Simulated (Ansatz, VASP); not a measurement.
SnO in VASP and in Ansatz

Contents of POSCAR:

```
SnO
1.0
    3.2981563295      0.0000000000      0.0000000000
   -1.6490781648      2.8562871670      0.0000000000
    0.0000000000      0.0000000000      9.2163704110
Sn O
2 2
Direct
    0.3333333333      0.6666666667     -0.0066374703
    0.6666666667      0.3333333333      0.4933625297
    0.3333333333      0.6666666667      0.3816374703
    0.6666666667      0.3333333333      0.8816374703
```

INCAR.step1

```
SYSTEM = SnO
PREC = Accurate ; ENCUT = 520
ISMEAR = 0 ; SIGMA = 0.01
LREAL = .FALSE. ; LASPH = .TRUE.
NELM = 60 ; NBANDS = 28
GGA = PE ; ALGO = Normal
EDIFF = 1E-4 ; LWAVE = .TRUE.
LCHARG = .FALSE.
```

File INCAR.step2:

```
SYSTEM = SnO
PREC = Accurate ; ENCUT = 520
EDIFF = 1E-6 ; ISMEAR = 0
SIGMA = 0.01 ; LREAL = .FALSE.
LASPH = .TRUE. ; NELM = 60
ALGO = Normal ; ISIF = 2
LWAVE = .FALSE. ; LCHARG = .FALSE.
METAGGA = R2SCAN ; LMIXTAU = .TRUE.
NBANDS = 28 ; ISTART = 1
```

KPOINTS

```
Automatic mesh
0
G
  12 12 4
  0 0 0
```

Input for Ansatz:

```yaml
crystal:
  lattice:
    - [3.2981563295, 0.0, 0.0]
    - [-1.6490781648, 2.856287167, 0.0]
    - [0.0, 0.0, 9.216370411]
  atoms:
    - { symbol: Sn, position: [0.3333333333, 0.6666666667, -0.0066374703] }
    - { symbol: Sn, position: [0.6666666667, 0.3333333333, 0.4933625297] }
    - { symbol: O, position: [0.3333333333, 0.6666666667, 0.3816374703] }
    - { symbol: O, position: [0.6666666667, 0.3333333333, 0.8816374703] }
kpoints:
  mp_grid: { grid: [12, 12, 4] }
  band_path:
    path:
      - [0.0, 0.0, 0.0]
      - [0.5, 0.0, 0.0]
      - [0.3333333333, 0.3333333333, 0.0]
      - [0.0, 0.0, 0.5]
      - [0.5, 0.0, 0.5]
      - [0.3333333333, 0.3333333333, 0.5]
      - [0.291667, 0.354167, 0.0]
    npoints: 1
hamiltonian:
  xc: r2scan
scf:
  occupations: { method: fixed }
  n_extra_bands: 5
output:
  forces: true
  stress: true
  eigenvalues: true
```

Alike in both runs: task single point; functional r2SCAN; k mesh 12 × 12 × 4; no spin polarisation.

```csv
,VASP,Ansatz
version,VASP 6.6.1,Ansatz 0.2.0
potentials or method,"VASP PAW PBE potentials, release 64 (Sn_d, O)","plane waves, PAW"
plane-wave cutoff (eV),520,500
occupations,"gaussian, width 0.01 eV",fixed
valence electrons in the cell,40,40
```

Ansatz gave:

```
gap on the k mesh at the Fermi level (eV)                     : 1.63
pressure (GPa)                                                : 0.0
traceless stress, the component that is largest in VASP (GPa) : 0.00
rms of the force components (eV/Å)                            : 0.001
```

Question: Which values does VASP return?

Answer: gap on the k mesh at the Fermi level (eV): 1.60; pressure (GPa): 0.5; traceless stress, the component that is largest in VASP (GPa): -0.18; rms of the force components (eV/Å): 0.064.

VASP's potentials were made for PBE, not for r2SCAN. Atom by atom the forces differ by 0.063 eV/Å (rms over components).
